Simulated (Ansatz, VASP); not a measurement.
**Pd in VASP and in Ansatz**

```xyz
1
Lattice="0.0000 2.0421 1.9935 2.0421 0.0000 1.9935 2.0421 2.0421 0.0000" Properties=species:S:1:pos:R:3 pbc="T T T"
Pd    0.0000    0.0000    0.0000
```

Change from the starting cell: strain +0.050 along x and y, +0.025 along z, atoms carried along.

Alike in both runs: task single point; functional PBE; k mesh 8 × 8 × 8; occupations gaussian, width 0.15 eV; no spin polarisation.

|  | VASP | Ansatz |
| --- | --- | --- |
| version | VASP 6.6.1 | Ansatz 0.2.0 |
| potentials or method | VASP PAW PBE potentials, release 64 (Pd), cutoff 520 eV | scalar-relativistic, plane waves, PAW |
| valence electrons in the cell | 10 | 18 |

Ansatz gave:

```
gap on the k mesh at the Fermi level (eV)                     : none
pressure (GPa)                                                : -10.4
traceless stress, the component that is largest in VASP (GPa) : 0.51
```

Task: What did VASP give for the same quantities?

Result: gap on the k mesh at the Fermi level (eV): none; pressure (GPa): -10.5; traceless stress, the component that is largest in VASP (GPa): 0.51.

A gap of «none» marks a metal or a gap that the smearing closes. The functional is the same, so the differences come from potentials, cutoffs and numerics. VASP's potentials hold 10 valence electrons a cell and Ansatz's 18, so a difference there can come from the potentials and not from the codes.
